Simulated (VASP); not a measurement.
Input of a VASP 6.6.1 run:

File INCAR:

```
SYSTEM = Tl
  PREC = Accurate
  ENCUT = 520
  EDIFF = 1E-6
  ISMEAR = -1
  SIGMA = 0.1
  LREAL = .False.
  LASPH = .True.
  NELM = 100
  ALGO = Normal
  ISIF = 2
  LWAVE = .False.
  LCHARG = .False.
  GGA = CA
  NBANDS = 12
```

KPOINTS

```
regular mesh
0
Gamma
  14 14 14
  0 0 0
```

File POSCAR:

```
Tl
1.0
   -1.5992444349      1.5992444349      1.5992444349
    1.5992444349     -1.5992444349      1.5992444349
    1.5992444349      1.5992444349     -1.5992444349
Tl
1
Direct
    0.0000000000      0.0000000000      0.0000000000
```

Potentials or basis: VASP PAW LDA potentials, release 64 (Tl_d).

Launch:

```bash
$ cat potpaw_LDA.64/Tl_d/POTCAR > POTCAR
$ mpirun -np 1 vasp_std > vasp.out
```

Problem. What does it give for the pressure?

Solution. 90.1 GPa.
